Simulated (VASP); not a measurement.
# Zn3SnO (Pm) in VASP: relaxation of cell and atoms with PBE

Aim: the relaxation of cell and atoms of Zn3SnO with PBE.

Everything below comes from runs of VASP 6.6.1. Logs are shortened: lines on timing, memory, paths and dates and some standing lists are left out, and cuts for length are marked.

### Step 1. The cell of the first run

The structure is monoclinic, space group Pm (No. 6). Conventional cell: a = 4.888 Å, b = 3.202 Å, c = 5.605 Å, α = 90.00°, β = 93.28°, γ = 90.00°. Within 2.7 Å of Zn (site symmetry m) lie 2 O at 2.03 Å and 2 Zn at 2.62 Å. Within 2.7 Å of Zn (site symmetry m) lie 1 O at 2.06 Å. Within 2.7 Å of Zn (site symmetry m) lie 1 O at 1.95 Å and 2 Zn at 2.62 Å. Within 4.1 Å of Sn (site symmetry m) lie 10 Zn at 2.91 to 3.83 Å and 2 Sn at 3.20 Å and 6 O at 3.67 to 4.06 Å. O (site symmetry m) has 4 Zn at 1.95 to 2.06 Å within 2.6 Å.

### Step 2. Relaxation of cell and atoms, PBE

INCAR

```
SYSTEM = Zn3SnO
ALGO     = Normal         ! electronic algorithm
EDIFF    = 1E-7           ! SCF threshold, eV
EDIFFG   = -0.001         ! ionic threshold
ENCUT    = 600            ! plane-wave cutoff, eV
GGA      = PE             ! functional
GGA_COMPAT= .False.      
IBRION   = 2              ! ionic algorithm
ISIF     = 3              ! what is computed and relaxed
ISMEAR   = 0              ! smearing method
LASPH    = .True.         ! aspherical terms in the spheres
LCHARG   = .False.        ! write CHGCAR
LREAL    = .False.        ! projectors in reciprocal space
LWAVE    = .False.        ! write WAVECAR
NELM     = 120            ! most SCF steps
NELMIN   = 4            
NSW      = 80             ! ionic steps
PREC     = Accurate       ! precision mode
SIGMA    = 0.1            ! smearing width, eV
```

KPOINTS

```
k-points
0
Gamma
  6 10 6
  0 0 0
```

POSCAR

```
Zn3SnO
1.0
    4.8879330460      0.0000000000      0.0115836597
    0.0000000000      3.2019481176      0.0000000000
   -0.3335883487      0.0000000000      5.5954099070
Zn Sn O
3 1 1
Direct
    0.3046361910      0.5000000000      0.5131135253
    0.6219333555      0.0000000000      0.9404959863
    0.8909645312      0.0000000000      0.4057516781
    0.1186225732      0.5000000000      0.0054506226
    0.5538443891      0.0000000000      0.5751861778
```

Potentials or basis: VASP PAW PBE potentials, release 64 (Zn, Sn_d, O).

The run is started by

```console
$ cat potpaw_PBE.64/Zn/POTCAR potpaw_PBE.64/Sn_d/POTCAR potpaw_PBE.64/O/POTCAR > POTCAR
$ mpirun -np 1 vasp_std > vasp.out
```

OUTCAR:

```text
SYSTEM = Zn3SnO
   EDIFF = 1E-7
   EDIFFG = -0.001
   ENCUT = 600
   GGA = PE
   IBRION = 2
   ISIF = 3
   ISMEAR = 0
   LASPH = .True.
   LREAL = .False.
   NELM = 120
   NELMIN = 4
   NSW = 80
   PREC = Accurate

 ion  position               nearest neighbor table
   1  0.305  0.500  0.513-   5 2.03   5 2.03   3 2.62   3 2.62   4 2.94   4 2.95
   2  0.622  0.000  0.940-   5 2.06   3 2.85   4 2.91   4 2.91   4 2.97   4 2.97
   3  0.891  0.000  0.406-   5 1.95   1 2.62   1 2.62   2 2.85   4 3.02   4 3.02
   4  0.119  0.500  0.005-   2 2.91   2 2.91   1 2.94   1 2.95   2 2.97   2 2.97   3 3.02   3 3.02

   5  0.554  0.000  0.575-   3 1.95   1 2.03   1 2.03   2 2.06

  LATTYP: Found a simple monoclinic cell.
 ALAT       =     4.8879467717
 B/A-ratio  =     0.6550701690
 C/A-ratio  =     1.1467688417
 COS(beta)  =    -0.0571467364

  Lattice vectors:

 A1 = (   4.8879330460,   0.0000000000,   0.0115836597)
 A2 = (   0.0000000000,   3.2019481176,   0.0000000000)
 A3 = (  -0.3335883487,   0.0000000000,   5.5954099070)

Analysis of symmetry for initial positions (statically):
=====================================================================
 Subroutine PRICEL returns:
 Original cell was already a primitive cell.

 Routine SETGRP: Setting up the symmetry group for a
 simple monoclinic supercell.

 Subroutine GETGRP returns: Found  2 space group operations
 (whereof  2 operations were pure point group operations)
 out of a pool of  4 trial point group operations.

The static configuration has the point symmetry C_1h.

Analysis of symmetry for dynamics (positions and initial velocities):
=====================================================================
 Subroutine PRICEL returns:
 Original cell was already a primitive cell.

 Routine SETGRP: Setting up the symmetry group for a
 simple monoclinic supercell.

 Subroutine GETGRP returns: Found  2 space group operations
 (whereof  2 operations were pure point group operations)
 out of a pool of  4 trial point group operations.

The dynamic configuration has the point symmetry C_1h.

 Subroutine INISYM returns: Found  2 space group operations
 (whereof  2 operations are pure point group operations),
 and found     1 'primitive' translations

----------------------------------------------------------------------------------------

[... 119 lines left out ...]
  volume/ion in A,a.u.               =      17.52       118.21
  Fermi-wavevector in a.u.,A,eV,Ry     =   1.410349  2.665173 27.063132  1.989084
  Thomas-Fermi vector in A             =   2.532312
   LORBIT       =      0    0 simple, 1 ext, 2 COOP (PROOUT), +10 PAW based schemes
   GGA     = PE    functional components
   LHFCALC =     F    Hartree Fock is set to
   AEXX    =    0.0000 exact exchange contribution
   IVDW    =     0    specifies the selected vdW correction
   LEPSILON=     F    determine dielectric tensor
   LRPA    =     F    only Hartree local field effects (RPA)
 conjugate gradient relaxation of ions
 non-spin polarized calculation
 Gauss-broadening in eV      SIGMA  =   0.10
  energy-cutoff  :      600.00
  volume of cell :       87.59
 maximum number of plane-waves:      2954
   NGX = 19   NGY = 13   NGZ = 23

--------------------------------------- Ionic step        1  -------------------------------------------

 number of electron      56.0000005 magnetization

 Free energy of the ion-electron system (eV)
  ---------------------------------------------------
  ext. energy  EPLUGINS =         0.00000000
  ---------------------------------------------------
  free energy    TOTEN  =       -13.99876082 eV

  energy without entropy =      -13.99204786  energy(sigma->0) =      -13.99540434

------------------------ aborting loop because EDIFF is reached ----------------------------------------

  FORCE on cell =-STRESS in cart. coord.  units (eV):
  Direction    XX          YY          ZZ          XY          YZ          ZX
  --------------------------------------------------------------------------------------
  -------------------------------------------------------------------------------------
  Total        0.1864168      0.1095339      0.1098837      0.0000000      0.0000000     -0.0285802
  in kB        3.4100656      2.0036711      2.0100694      0.0000000      0.0000000     -0.5228092
  external PRESSURE =       2.4746020 kB  Pullay stress =       0.0000000 kB
[... 98 lines left out ...]
  FREE ENERGIE OF THE ION-ELECTRON SYSTEM (eV)
  ---------------------------------------------------
  free  energy   TOTEN  =       -13.9991772726 eV

  energy  without entropy=      -13.9924726237  energy(sigma->0) =      -13.99582495

[... ionic steps 4 to 18 ...]

--------------------------------------- Ionic step       19  -------------------------------------------

 number of electron      56.0000002 magnetization

------------------------ aborting loop because EDIFF is reached ----------------------------------------
[... 73 lines left out ...]
--------------------------------------- Ionic step       21  -------------------------------------------

 number of electron      56.0000002 magnetization

 Free energy of the ion-electron system (eV)
  ---------------------------------------------------
  ext. energy  EPLUGINS =         0.00000000
  ---------------------------------------------------
  free energy    TOTEN  =       -13.99925414 eV

  energy without entropy =      -13.99256431  energy(sigma->0) =      -13.99590923

 E-fermi :   4.2211     XC(G=0): -10.5779

 val. band max:        4.2160418388   @ k =   0.5000   0.2000   0.1667
 cond. band min:       4.2364359528   @ k =   0.1667   0.4000   0.5000
 fundamental gap:      0.0203941140
 Fermi energy:         4.2211457108

 k-point     1 :       0.0000    0.0000    0.0000
  band No.  band energies     occupation
      1     -17.4462      2.00000
      2     -17.2913      2.00000
      3     -17.2825      2.00000
      4     -17.2816      2.00000
      5     -17.2603      2.00000
      6     -15.0400      2.00000
[... 853 lines left out ...]
     32       7.5441      0.00000
     33       7.9096      0.00000

 [... further k-points ...]

------------------------ aborting loop because EDIFF is reached ----------------------------------------

  FORCE on cell =-STRESS in cart. coord.  units (eV):
  Direction    XX          YY          ZZ          XY          YZ          ZX
  --------------------------------------------------------------------------------------
  -------------------------------------------------------------------------------------
  Total       -0.0014072     -0.0021128     -0.0019985      0.0000000      0.0000000      0.0006193
  in kB       -0.0256855     -0.0385659     -0.0364800      0.0000000      0.0000000      0.0113046
  external PRESSURE =      -0.0335771 kB  Pullay stress =       0.0000000 kB
[... 20 lines left out ...]
  FREE ENERGIE OF THE ION-ELECTRON SYSTEM (eV)
  ---------------------------------------------------
  free  energy   TOTEN  =       -13.9992541418 eV

  energy  without entropy=      -13.9925643135  energy(sigma->0) =      -13.99590923

 reached required accuracy - stopping structural energy minimisation
```

OSZICAR:

```text
N       E                     dE             d eps       ncg     rms          rms(c)
DAV:   1     0.485125870057E+03    0.48513E+03   -0.30572E+04  7920   0.284E+03
DAV:   2     0.515549108370E+02   -0.43357E+03   -0.42583E+03  7976   0.571E+02
[... 160 lines left out ...]
  20 F= -.13999254E+02 E0= -.13995909E+02  d E =-.234414E-06
       N       E                     dE             d eps       ncg     rms          rms(c)
DAV:   1    -0.139992542893E+02   -0.13282E-06   -0.23427E-05  8046   0.397E-02    0.342E-03
DAV:   2    -0.139992541163E+02    0.17300E-06   -0.13975E-06  9435   0.151E-02    0.160E-03
DAV:   3    -0.139992541061E+02    0.10253E-07   -0.61691E-08  3979   0.383E-03    0.897E-04
DAV:   4    -0.139992541418E+02   -0.35744E-07   -0.42751E-08  3963   0.351E-03
  21 F= -.13999254E+02 E0= -.13995909E+02  d E =-.285204E-06
```

Run time: 81 min. Hardware: 1 thread of Oxide Virtual Turin-like, shared host; peak memory 0.5 GiB.

What came out:

```yaml
Free_energy: -13.9993 eV
Relaxed_volume: 17.55 Å³/atom
Relaxed_cell: a = 4.893 Å, b = 3.205 Å, c = 5.606 Å, α = 90.00°, β = 93.24°, γ = 90.00°
Space_group_after_relaxing_to_0.1_Å: Pm (No. 6)
Energy_gained_by_relaxing: 0.1 meV/atom
Ionic_steps: 21
Pressure_after_relaxing: 0.0 GPa
Band_gap_on_the_k_mesh: zero (bands 28 and 29 overlap by 2.16 eV)
```

Step by step:
| step | energy change (eV) | largest force (eV/Å) | pressure (GPa) | volume (Å³) |
| --- | --- | --- | --- | --- |
| 1 | 0.0000 | 0.0699 | 0.25 | 87.59 |
| 2 | -0.0004 | 0.0094 | -0.09 | 87.93 |
| 3 | -0.0004 | 0.0130 | -0.02 | 87.87 |
| 4 | -0.0004 | 0.0124 | -0.03 | 87.87 |
| 5 | -0.0004 | 0.0093 | -0.02 | 87.85 |
| 6 | -0.0005 | 0.0068 | -0.01 | 87.82 |
| 7 | -0.0005 | 0.0116 | 0.00 | 87.78 |
| 8 | -0.0005 | 0.0067 | 0.02 | 87.76 |
| 9 | -0.0005 | 0.0035 | 0.03 | 87.75 |
| 10 | -0.0005 | 0.0038 | -0.02 | 87.80 |
| 11 | -0.0005 | 0.0034 | 0.00 | 87.78 |
| 12 | -0.0005 | 0.0034 | -0.01 | 87.79 |
| 13 | -0.0005 | 0.0035 | -0.01 | 87.79 |
| 14 | -0.0005 | 0.0034 | -0.01 | 87.79 |
| 15 | -0.0005 | 0.0026 | -0.01 | 87.79 |
| 16 | -0.0005 | 0.0043 | -0.01 | 87.78 |
| 17 | -0.0005 | 0.0016 | 0.01 | 87.77 |
| 18 | -0.0005 | 0.0016 | 0.00 | 87.77 |
| 19 | -0.0005 | 0.0014 | 0.00 | 87.77 |
| 20 | -0.0005 | 0.0013 | 0.00 | 87.78 |
| 21 | -0.0005 | 0.0010 | 0.00 | 87.77 |

Final structure:
```
Zn Sn O
1.0
     4.89320    0.00000    0.01327
     0.00000    3.20484    0.00000
    -0.33202    0.00000    5.59623
Zn Sn O
3 1 1
Direct
  0.30435 0.50000 0.51295
  0.62169 0.00000 0.94159
  0.89146 0.00000 0.40476
  0.11847 0.50000 0.00500
  0.55404 0.00000 0.57570
```

Levels at points of the mesh, in eV from the Fermi level:
| k point | band 26 | band 27 | band 28 | band 29 | band 30 | band 31 |
| --- | --- | --- | --- | --- | --- | --- |
| (0.00, 0.00, 0.00) | -3.09 | -2.18 | -1.69 | -1.09 | 2.81 | 4.67 |
| (0.50, 0.00, 0.00) | -3.15 | -2.92 | -0.86 | 1.87 | 2.53 | 5.23 |
| (0.00, 0.50, 0.00) | -4.27 | -1.15 | 0.32 | 0.69 | 0.91 | 1.73 |
| (0.50, 0.50, 0.00) | -3.17 | -1.73 | -1.71 | -0.47 | 0.16 | 1.14 |
| (0.00, 0.00, 0.50) | -3.06 | -2.53 | -0.53 | 1.41 | 2.81 | 3.47 |
| (0.50, 0.00, 0.50) | -2.91 | -2.42 | -0.86 | 2.62 | 3.87 | 5.64 |
| (0.00, 0.50, 0.50) | -2.94 | -1.83 | -1.30 | 1.23 | 2.08 | 2.25 |
| (0.50, 0.50, 0.50) | -3.83 | -2.93 | -2.15 | -0.63 | 0.68 | 3.16 |

Caveat: spin-orbit coupling is left out, which moves the levels of the heavy elements.

The gap in the log of VASP goes by the Fermi energy; the results here count the filled bands.